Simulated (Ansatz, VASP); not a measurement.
**TePtSe3: VASP beside Ansatz**

The input INCAR:

```
SYSTEM = TePtSe3
PREC = Accurate ; ENCUT = 520
EDIFF = 1E-6 ; ISMEAR = 0
SIGMA = 0.1 ; LREAL = .False.
LASPH = .True. ; NELM = 100
ALGO = Normal ; ISIF = 2
LWAVE = .False. ; LCHARG = .False.
GGA = PE ; NBANDS = 25
```

File KPOINTS:

```
Automatic mesh
0
Gamma
  3 3 3
  0 0 0
```

Contents of POSCAR:

```
TePtSe3
1.0
    3.5528222800      2.0512229000      3.6053795200
   -3.5528222800      2.0512229000      3.6053795200
    0.0000000000     -4.1024458000      3.6053795200
Te Pt Se
1 1 3
Direct
    0.5000000000      0.5000000000      0.5000000000
    0.0000000000      0.0000000000      0.0000000000
    0.0000000000      0.0000000000      0.5000000000
    0.5000000000      0.0000000000      0.0000000000
    0.0000000000      0.5000000000      0.0000000000
```

Input for Ansatz:

```yaml
crystal:
  lattice:
    - [3.55282228, 2.0512229, 3.60537952]
    - [-3.55282228, 2.0512229, 3.60537952]
    - [0.0, -4.1024458, 3.60537952]
  atoms:
    - { symbol: Te, position: [0.5, 0.5, 0.5] }
    - { symbol: Pt, position: [0.0, 0.0, 0.0] }
    - { symbol: Se, position: [0.0, 0.0, 0.5] }
    - { symbol: Se, position: [0.5, 0.0, 0.0] }
    - { symbol: Se, position: [0.0, 0.5, 0.0] }
basis:
  ecutwfc: 420
kpoints:
  mp_grid: { grid: [3, 3, 3] }
hamiltonian:
  xc: pbe
scf:
  occupations: { method: gaussian, width: 0.1 }
  lower_state_search: "off"
output:
  forces: true
  stress: true
  eigenvalues: true
```

Alike in both runs: task single point; functional PBE; k mesh 3 × 3 × 3; occupations gaussian, width 0.1 eV; no spin polarisation.

|  | VASP | Ansatz |
| --- | --- | --- |
| version | VASP 6.6.1 | Ansatz 0.2.0 |
| potentials or method | VASP PAW PBE potentials, release 64 (Te, Pt, Se), cutoff 520 eV | scalar-relativistic, plane waves, PAW |
| valence electrons in the cell | 34 | 82 |

```csv
,VASP,Ansatz,Ansatz less VASP
gap on the k mesh at the Fermi level (eV),none,none,-
pressure (GPa),-9.7,-9.6,+0.04
"traceless stress, the component that is largest in VASP (GPa)",0.64,0.63,-0.015
```

A gap of «none» marks a metal or a gap that the smearing closes. With one functional, cell and mesh, what is left measures potentials, basis and numerics. VASP's potentials hold 34 valence electrons a cell and Ansatz's 82, so a difference there can come from the potentials and not from the codes.

The k mesh is coarse, so the values compare programs but aren't converged. Neither program's run includes spin-orbit coupling.
